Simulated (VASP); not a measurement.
Crystal: Sb.

```
Sb
1.0
    -1.89597    1.89597    1.89597
     1.89597   -1.89597    1.89597
     1.89597    1.89597   -1.89597
Sb
1
Direct
  0.00000 0.00000 0.00000
```

This cell differs from its parent crystal: volume scaled by 1.04.

Base run:

- Program: VASP 6.6.1
- Functional: PBE
- Potentials or basis: VASP PAW PBE potentials, release 64 (Sb)
- Cutoff: 520 eV
- k mesh: 10 × 10 × 10
- Occupations: fermi-dirac, width 0.05 eV
- Spin: no spin polarisation

Its results: pressure 0.4 GPa.

**Question.** The run is repeated on the same cell with these changes: functional from PBE to PBEsol. What comes out?

**Answer.** Pressure -2.5 GPa.

PBEsol binds more tightly than PBE, so the same cell stands under less pressure.

Caveats: the PAW data sets were made with another functional, which shifts forces and pressure a little (some runs).
